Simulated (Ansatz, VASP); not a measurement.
## Rb3Sc2N3: VASP beside Ansatz

```
Rb Sc N
1.0
     5.11034    0.00000    0.00000
     0.00000    5.11034    0.00000
     0.00000    0.00000    7.84362
Rb Sc N
3 2 3
Direct
  0.00000 0.50000 0.25406
  0.50000 0.00000 0.25406
  0.50000 0.50000 0.52820
  0.00000 0.50000 0.83721
  0.50000 0.00000 0.83721
  0.00000 0.50000 0.60497
  0.50000 0.00000 0.60497
  0.50000 0.50000 0.94015
```

Alike in both runs: functional PBE; k mesh 2 × 2 × 2; occupations gaussian, width 0.15 eV; no spin polarisation.

Ansatz relaxed the structure, and its values are those at the end. VASP's run is a single point on that final structure, the one shown.

```csv
,VASP,Ansatz
version,VASP 6.6.1,Ansatz 0.2.0
potentials or method,"VASP PAW PBE potentials, release 64 (Rb_sv, Sc_sv, N), cutoff 520 eV","scalar-relativistic, plane waves, PAW"
valence electrons in the cell,64,64
```

|  | VASP | Ansatz | Ansatz less VASP |
| --- | --- | --- | --- |
| gap on the k mesh at the Fermi level (eV) | none | none | - |
| pressure (GPa) | 0.2 | 0.0 | -0.25 |
| rms of the force components (eV/Å) | 0.070 | 0.004 | -0.0664 |

A gap of «none» marks a metal or a gap that the smearing closes. The functional is the same, so the differences come from potentials, cutoffs and numerics.

The k mesh is coarse, so the values compare programs but aren't converged.
